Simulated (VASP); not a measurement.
# TaN (Fm-3m) in VASP: notebook

The runs below take TaN through single point, with PBEsol, BLYP+D3(BJ), LDA.

Everything below comes from runs of VASP 6.6.1. Logs are shortened: lines on timing, memory, paths and dates and some standing lists are left out, and cuts for length are marked.

## Step 1: The cell of the first run

It takes space group Fm-3m (No. 225, cubic). Conventional cell: a = 4.272 Å, b = 4.272 Å, c = 4.272 Å, α = 90.00°, β = 90.00°, γ = 90.00°. Within 2.8 Å of Ta (site symmetry m-3m) lie 6 N at 2.14 Å. N (site symmetry m-3m) has 6 Ta at 2.14 Å within 2.8 Å.

## Step 2: Single point, PBEsol

The input, INCAR:

```
SYSTEM = TaN
  ALGO = Normal
  EDIFF = 1E-6
  ENCUT = 700
  GGA = PS
  GGA_COMPAT = .False.
  ISIF = 2
  ISMEAR = -1
  LASPH = .True.
  LCHARG = .False.
  LREAL = .False.
  LWAVE = .False.
  NBANDS = 16
  NELM = 120
  PREC = Accurate
  SIGMA = 0.05
```

The input, KPOINTS:

```
k-points
0
Gamma
  10 10 10
  0 0 0
```

The input, POSCAR:

```
TaN
1.0
    0.0000000000      2.1359517850      2.1359517850
    2.1359517850      0.0000000000      2.1359517850
    2.1359517850      2.1359517850      0.0000000000
Ta N
1 1
Direct
    0.5000000000      0.5000000000      0.5000000000
    0.0000000000      0.0000000000      0.0000000000
```

Potentials or basis: VASP PAW PBE potentials, release 64 (Ta_sv_GW, N).

Launch:

```sh
$ cat potpaw_PBE.64/Ta_sv_GW/POTCAR potpaw_PBE.64/N/POTCAR > POTCAR
$ mpirun -np 1 vasp_std > vasp.out
```

OUTCAR:

```text
SYSTEM = TaN
   EDIFF = 1E-6
   ENCUT = 700
   GGA = PS
   ISIF = 2
   ISMEAR = -1
   LASPH = .True.
   LREAL = .False.
   NELM = 120
   PREC = Accurate

 ion  position               nearest neighbor table
   1  0.500  0.500  0.500-   2 2.14   2 2.14   2 2.14   2 2.14   2 2.14   2 2.14
   2  0.000  0.000  0.000-   1 2.14   1 2.14   1 2.14   1 2.14   1 2.14   1 2.14

  LATTYP: Found a face centered cubic cell.
 ALAT       =     4.2719035700

  Lattice vectors:

 A1 = (   0.0000000000,   2.1359517850,   2.1359517850)
 A2 = (   2.1359517850,   0.0000000000,   2.1359517850)
 A3 = (   2.1359517850,   2.1359517850,   0.0000000000)

Analysis of symmetry for initial positions (statically):
=====================================================================
 Subroutine PRICEL returns:
 Original cell was already a primitive cell.

 Routine SETGRP: Setting up the symmetry group for a
 face centered cubic supercell.

 Subroutine GETGRP returns: Found 48 space group operations
 (whereof 48 operations were pure point group operations)
 out of a pool of 48 trial point group operations.

The static configuration has the point symmetry O_h .

Analysis of symmetry for dynamics (positions and initial velocities):
=====================================================================
 Subroutine PRICEL returns:
 Original cell was already a primitive cell.

 Routine SETGRP: Setting up the symmetry group for a
 face centered cubic supercell.

 Subroutine GETGRP returns: Found 48 space group operations
 (whereof 48 operations were pure point group operations)
 out of a pool of 48 trial point group operations.

The dynamic configuration has the point symmetry O_h .

 Subroutine INISYM returns: Found 48 space group operations
 (whereof 48 operations are pure point group operations),
 and found     1 'primitive' translations

----------------------------------------------------------------------------------------

                                     Primitive cell

  volume of cell :      19.4897

  direct lattice vectors                    reciprocal lattice vectors
     0.000000000  2.135951785  2.135951785    -0.234087681  0.234087681  0.234087681
     2.135951785  0.000000000  2.135951785     0.234087681 -0.234087681  0.234087681
     2.135951785  2.135951785  0.000000000     0.234087681  0.234087681 -0.234087681

  length of vectors
     3.020691983  3.020691983  3.020691983     0.405451757  0.405451757  0.405451757

  position of ions in fractional coordinates (direct lattice)
     0.500000000  0.500000000  0.500000000
     0.000000000  0.000000000  0.000000000

  ion indices of the primitive-cell ions
   primitive index   ion index
                 1           1
                 2           2

----------------------------------------------------------------------------------------

 KPOINTS: k-points

Automatic generation of k-mesh.
 Grid dimensions read from file:
 generate k-points for:   10   10   10

 Generating k-lattice:

  Cartesian coordinates                     Fractional coordinates (reciprocal lattice)
    -0.023408768  0.023408768  0.023408768     0.100000000  0.000000000  0.000000000
     0.023408768 -0.023408768  0.023408768     0.000000000  0.100000000  0.000000000
     0.023408768  0.023408768 -0.023408768     0.000000000  0.000000000  0.100000000

  Length of vectors
     0.040545176  0.040545176  0.040545176

  Shift w.r.t. Gamma in fractional coordinates (k-lattice)
     0.000000000  0.000000000  0.000000000

 Subroutine IBZKPT returns following result:
 ===========================================

 Found     47 irreducible k-points:

 Following reciprocal coordinates:
            Coordinates               Weight
  0.000000  0.000000  0.000000      1.000000
  0.100000  0.000000  0.000000      8.000000
  0.200000  0.000000  0.000000      8.000000
  0.300000  0.000000  0.000000      8.000000
  0.400000  0.000000  0.000000      8.000000
  0.500000  0.000000  0.000000      4.000000
[... 16 lines left out ...]
  0.300000  0.300000  0.000000      6.000000
  0.400000  0.300000  0.000000     24.000000
 [... further k-points ...]
   k-points           NKPTS =     47   k-points in BZ     NKDIM =     47   number of bands    NBANDS=     16
   number of dos      NEDOS =    301   number of ions     NIONS =      2
   total plane-waves  NPLWV =  21952
   dimension x,y,z NGX =    28 NGY =   28 NGZ =   28
   dimension x,y,z NGXF=    56 NGYF=   56 NGZF=   56
   ions per type =               1   1
   NGX,Y,Z   is equivalent  to a cutoff of  15.41, 15.41, 15.41 a.u.
   NGXF,Y,Z  is equivalent  to a cutoff of  30.82, 30.82, 30.82 a.u.
 SYSTEM =  TaN
   PREC   = accura    normal or accurate (medium, high low for compatibility)
   ISTART =      0    job   : 0-new  1-cont  2-samecut
   ICHARG =      2    charge: 1-file 2-atom 10-const
   ISPIN  =      1    spin polarized calculation?
   LNONCOLLINEAR =      F non collinear calculations
   LSORBIT =      F    spin-orbit coupling
   LASPH  =      T    aspherical Exc in radial PAW
   ENCUT  =  700.0 eV  51.45 Ry    7.17 a.u.   6.52  6.52  6.52*2*pi/ulx,y,z
   NELM   =    120;   NELMIN=  2; NELMDL= -5     # of ELM steps
   EDIFF  = 0.1E-05   stopping-criterion for ELM
   LREAL  =      F    real-space projection
[... 7 lines left out ...]
   TEBEG  =    0.0;   TEEND  =   0.0 temperature during run
   PSTRESS=    0.0 pullay stress
   NELECT =      18.0000    total number of electrons
   NUPDOWN=      -1.0000    fix difference up-down
   EMIN   =  10.00;   EMAX   =-10.00  energy-range for DOS
   EFERMI =   0.00;   METHOD = LEGACY
   ISMEAR =    -1;   SIGMA  =   0.05  broadening in eV -4-tet -1-fermi 0-gaus
   EFERMI_NEDOS =   21; number of points for ismear=-14 and -15
   IALGO  =     38    algorithm
   IMIX   =      4    mixing-type and parameters
     AMIX     =   0.40;   BMIX     =  1.00
     AMIX_MAG =   1.60;   BMIX_MAG =  1.00
  volume/ion in A,a.u.               =       9.74        65.76
  Fermi-wavevector in a.u.,A,eV,Ry     =   1.594279  3.012750 34.582259  2.541724
  Thomas-Fermi vector in A             =   2.692378
   LORBIT       =      0    0 simple, 1 ext, 2 COOP (PROOUT), +10 PAW based schemes
   GGA     = PS    functional components
   LHFCALC =     F    Hartree Fock is set to
   AEXX    =    0.0000 exact exchange contribution
   IVDW    =     0    specifies the selected vdW correction
   LEPSILON=     F    determine dielectric tensor
   LRPA    =     F    only Hartree local field effects (RPA)
 non-spin polarized calculation
  energy-cutoff  :      700.00
  volume of cell :       19.49
 maximum number of plane-waves:       869
 NGX is ok and might be reduce to    28
   NGX = 13   NGY = 13   NGZ = 13

 number of electron      18.0000000 magnetization

 Free energy of the ion-electron system (eV)
  ---------------------------------------------------
  ext. energy  EPLUGINS =         0.00000000
  ---------------------------------------------------
  free energy    TOTEN  =       -25.64567172 eV

  energy without entropy =      -25.64041307  energy(sigma->0) =      -25.64304239

 E-fermi :  15.0542     XC(G=0): -14.4772

 val. band max:       14.9405048627   @ k =  -0.2000   0.2000   0.0000
 cond. band min:      15.0827187744   @ k =   0.0000   0.0000   0.0000
 fundamental gap:      0.1422139117
 Fermi energy:        15.0542355762

 k-point     1 :       0.0000    0.0000    0.0000
  band No.  band energies     occupation
      1     -54.3442      2.00000
      2     -20.4916      2.00000
      3     -20.4916      2.00000
      4     -20.4916      2.00000
      5      -4.4651      2.00000
      6      11.0062      2.00000
[... 8 lines left out ...]
     15      24.1702      0.00000
     16      40.9359      0.00000

 k-point     2 :       0.1000    0.0000    0.0000
  band No.  band energies     occupation
      1     -54.3359      2.00000
      2     -20.6164      2.00000
      3     -20.5021      2.00000
      4     -20.5021      2.00000
      5      -4.1779      2.00000
      6       9.8177      2.00000
[... 8 lines left out ...]
     15      24.9860      0.00000
     16      37.8002      0.00000

 k-point     3 :       0.2000    0.0000    0.0000
  band No.  band energies     occupation
      1     -54.3143      2.00000
      2     -20.9307      2.00000
      3     -20.5296      2.00000
      4     -20.5296      2.00000
      5      -3.4002      2.00000
      6       7.8742      2.00000
[... 8 lines left out ...]
     15      26.9585      0.00000
     16      34.2968      0.00000

 k-point     4 :       0.3000    0.0000    0.0000
  band No.  band energies     occupation
      1     -54.2877      2.00000
      2     -21.2965      2.00000
      3     -20.5632      2.00000
      4     -20.5632      2.00000
      5      -2.3442      2.00000
      6       6.0092      2.00000
[... 8 lines left out ...]
     15      28.1064      0.00000
     16      31.9469      0.00000

 k-point     5 :       0.4000    0.0000    0.0000
  band No.  band energies     occupation
      1     -54.2659      2.00000
      2     -21.5767      2.00000
      3     -20.5901      2.00000
      4     -20.5901      2.00000
      5      -1.3162      2.00000
      6       4.5378      2.00000
[... 8 lines left out ...]
     15      27.9151      0.00000
     16      28.9405      0.00000

 k-point     6 :       0.5000    0.0000    0.0000
  band No.  band energies     occupation
      1     -54.2577      2.00000
      2     -21.6805      2.00000
      3     -20.6003      2.00000
      4     -20.6003      2.00000
      5      -0.8292      2.00000
      6       3.9117      2.00000
[... 8 lines left out ...]
     15      27.5613      0.00000
     16      27.5613      0.00000
[... 267 lines left out ...]
 k-point    21 :      -0.3000    0.2000    0.0000
  band No.  band energies     occupation
      1     -54.2578      2.00000
      2     -21.3969      2.00000
      3     -20.8917      2.00000
      4     -20.6024      2.00000
      5      -1.7069      2.00000
      6       5.1471      2.00000
[... 8 lines left out ...]
     15      27.3380      0.00000
     16      28.7270      0.00000

 k-point    22 :      -0.2000    0.2000    0.0000
  band No.  band energies     occupation
      1     -54.2785      2.00000
      2     -21.2295      2.00000
      3     -20.7939      2.00000
      4     -20.5496      2.00000
      5      -2.2602      2.00000
      6       5.8383      2.00000
[... 8 lines left out ...]
     15      28.5666      0.00000
     16      29.0604      0.00000

 k-point    23 :       0.3000    0.3000    0.0000
  band No.  band energies     occupation
      1     -54.2692      2.00000
      2     -21.1984      2.00000
      3     -20.7486      2.00000
      4     -20.7486      2.00000
      5      -2.8582      2.00000
      6       6.3634      2.00000
[... 8 lines left out ...]
     15      29.3316      0.00000
     16      31.4508      0.00000

 k-point    24 :       0.4000    0.3000    0.0000
  band No.  band energies     occupation
      1     -54.2520      2.00000
      2     -21.3366      2.00000
      3     -20.8255      2.00000
      4     -20.7888      2.00000
      5      -2.7475      2.00000
      6       6.6783      2.00000
[... 8 lines left out ...]
     15      26.6984      0.00000
     16      31.0813      0.00000

 [... further k-points ...]

------------------------ aborting loop because EDIFF is reached ----------------------------------------

  FORCE on cell =-STRESS in cart. coord.  units (eV):
  Direction    XX          YY          ZZ          XY          YZ          ZX
  --------------------------------------------------------------------------------------
  -------------------------------------------------------------------------------------
  Total        3.6839095      3.6839095      3.6839095      0.0000000     -0.0000000     -0.0000000
  in kB      302.8413689    302.8413689    302.8413689      0.0000000     -0.0000000     -0.0000000
  external PRESSURE =     302.8413689 kB  Pullay stress =       0.0000000 kB

 VOLUME and BASIS-vectors are now :
 -----------------------------------------------------------------------------
  energy-cutoff  :      700.00
  volume of cell :       19.49
      direct lattice vectors                 reciprocal lattice vectors
     0.000000000  2.135951785  2.135951785    -0.234087681  0.234087681  0.234087681
     2.135951785  0.000000000  2.135951785     0.234087681 -0.234087681  0.234087681
     2.135951785  2.135951785  0.000000000     0.234087681  0.234087681 -0.234087681

 POSITION                                       TOTAL-FORCE (eV/Angst)
 -----------------------------------------------------------------------------------
      2.13595      2.13595      2.13595         0.000000      0.000000     -0.000000
      0.00000      0.00000      0.00000        -0.000000     -0.000000      0.000000
 -----------------------------------------------------------------------------------
    total drift:                                0.000000      0.000000      0.000000

  FREE ENERGIE OF THE ION-ELECTRON SYSTEM (eV)
  ---------------------------------------------------
  free  energy   TOTEN  =       -25.6456717220 eV

  energy  without entropy=      -25.6404130670  energy(sigma->0) =      -25.64304239
```

Wall time 12 s (1 thread of Intel Xeon 6975P-C (Granite Rapids), shared host); peak memory 0.18 GiB.

What came out:

- Free energy: -25.6457 eV
- Pressure: 30.3 GPa
- Band gap on the k mesh: zero (bands 9 and 10 overlap by 4.58 eV)

Caveat: the cell stands under pressure; the PAW data sets were made with another functional, which shifts forces and pressure a little; spin-orbit coupling is left out, which moves the levels of the heavy elements.

## Step 3: Single point, BLYP+D3(BJ)

This run uses another cell than the first one, of 10.16 Å³/atom.

The input, INCAR:

```
SYSTEM = TaN
  PREC = Accurate
  ENCUT = 700
  EDIFF = 1E-6
  ISMEAR = -1
  SIGMA = 0.05
  LREAL = .False.
  LASPH = .True.
  NELM = 120
  ALGO = Normal
  ISIF = 2
  LWAVE = .False.
  LCHARG = .False.
  GGA = B5
  ALDAX = 1.0
  AGGAX = 1.0
  AGGAC = 1.0
  ALDAC = 0.0
  IVDW = 12
  NBANDS = 16
  VDW_S6 = 1.0
  VDW_S8 = 2.6996
  VDW_A1 = 0.4298
  VDW_A2 = 4.2359
  GGA_COMPAT = .False.
```

The input, KPOINTS:

```
Automatic mesh
0
Gamma
  10 10 10
  0 0 0
```

The input, POSCAR:

```
TaN
1.0
    0.0000000000      2.1661812927      2.1661812927
    2.1661812927      0.0000000000      2.1661812927
    2.1661812927      2.1661812927      0.0000000000
Ta N
1 1
Direct
    0.5000000000      0.5000000000      0.5000000000
    0.0000000000      0.0000000000      0.0000000000
```

Potentials or basis: VASP PAW PBE potentials, release 64 (Ta_sv_GW, N).

Launch:

```sh
$ cat potpaw_PBE.64/Ta_sv_GW/POTCAR potpaw_PBE.64/N/POTCAR > POTCAR
$ mpirun -np 1 vasp_std > vasp.out
```

It took 34 s on 1 thread of AMD EPYC 7R13 (Zen 3), shared host; peak memory 0.16 GiB.

The run converged. Its results:

```
Free energy                : -24.4795 eV
Pressure                   : 16.5 GPa
Band gap on the k mesh     : zero (bands 9 and 10 overlap by 4.17 eV)
Dispersion energy per atom : -1.155 eV
```

Levels at points of the mesh, in eV from the Fermi level:
```csv
k point,band 5,band 6,band 7,band 8,band 9,band 10,band 11,band 12,band 13,band 14
"(0.00, 0.00, 0.00)",-19.10,-3.98,-3.98,-3.98,-2.24,-2.24,-2.24,0.06,0.06,2.14
"(0.50, 0.00, 0.00)",-15.88,-10.60,-7.91,-7.91,1.93,1.93,2.06,4.36,7.87,7.87
"(0.50, 0.50, 0.00)",-17.93,-6.58,-5.66,-4.71,-4.71,2.20,3.64,3.64,4.97,7.46
```

Caveat: the cell stands under pressure; the dispersion term is far too large for a dense solid, which distorts pressure and volume; the PAW data sets were made with another functional, which shifts forces and pressure a little; spin-orbit coupling is left out, which moves the levels of the heavy elements.

## Step 4: Single point, LDA

This run uses another cell than the first one, of 10.60 Å³/atom.

The input, INCAR:

```
SYSTEM = TaN
PREC = Accurate
ENCUT = 700
EDIFF = 1E-6
ISMEAR = -1
SIGMA = 0.05
LREAL = .False.
LASPH = .True.
NELM = 120
ALGO = Normal
ISIF = 2
LWAVE = .False.
LCHARG = .True.
GGA = CA
LELF = .True.
LVHAR = .True.
NBANDS = 16
GGA_COMPAT = .False.
```

The input, KPOINTS:

```
regular mesh
0
Gamma
  10 10 10
  0 0 0
```

The input, POSCAR:

```
TaN
1.0
    0.0000000000      2.1964814589      2.1964814589
    2.1964814589      0.0000000000      2.1964814589
    2.1964814589      2.1964814589      0.0000000000
Ta N
1 1
Direct
    0.5000000000      0.5000000000      0.5000000000
    0.0000000000      0.0000000000      0.0000000000
```

Potentials or basis: VASP PAW LDA potentials, release 64 (Ta_sv_GW, N).

Launch:

```sh
$ cat potpaw_LDA.64/Ta_sv_GW/POTCAR potpaw_LDA.64/N/POTCAR > POTCAR
$ mpirun -np 1 vasp_std > vasp.out
```

Run time: 40 s. Hardware: 1 thread of Intel Xeon Platinum 8259CL at 2.50GHz (Skylake/Cascade Lake), shared host; peak memory 0.17 GiB.

It converged, with:

| Item | Value |
| --- | --- |
| Free energy | -26.6691 eV |
| Pressure | -9.9 GPa |
| Band gap on the k mesh | zero (bands 9 and 10 overlap by 4.03 eV) |

Levels at points of the mesh, in eV from the Fermi level:
```tsv
k point	band 6	band 7	band 8	band 9	band 10	band 11	band 12	band 13
(0.00, 0.00, 0.00)	-3.79	-3.79	-3.79	-2.16	-2.16	-2.16	-0.02	-0.02
(0.50, 0.00, 0.00)	-10.37	-7.60	-7.60	1.87	1.87	1.98	3.91	7.52
(0.50, 0.50, 0.00)	-6.55	-5.51	-4.58	-4.58	2.04	3.53	3.53	4.63
```

Caveat: the cell stands under tension; spin-orbit coupling is left out, which moves the levels of the heavy elements.

## Step 5: Summary

```tsv
level	potentials or basis	cell	gap on the mesh (eV)	pressure (GPa)
PBEsol	VASP PAW PBE potentials, release 64 (Ta_sv_GW, N)	a = 3.021 Å, angles 60.0°, 2 atoms	none	30.3
BLYP+D3(BJ)	VASP PAW PBE potentials, release 64 (Ta_sv_GW, N)	a = 3.063 Å, angles 60.0°, 2 atoms	none	16.5
LDA	VASP PAW LDA potentials, release 64 (Ta_sv_GW, N)	a = 3.106 Å, angles 60.0°, 2 atoms	none	-9.9
```

Alike in all rows: task single point; no spin polarisation; k mesh 10 × 10 × 10; cutoff (eV) 700; smearing fermi-dirac 0.05 eV.

Caveats: spin-orbit coupling is left out, which moves the levels of the heavy elements; the cell stands under pressure (at least some runs); the PAW data sets were made with another functional, which shifts forces and pressure a little (at least some runs); the dispersion term is far too large for a dense solid, which distorts pressure and volume (at least some runs); the cell stands under tension (at least some runs).

Total energies depend on the potentials used, so only differences within one code and one set of settings carry meaning.

The gap in the log of VASP goes by the Fermi energy; the results here count the filled bands.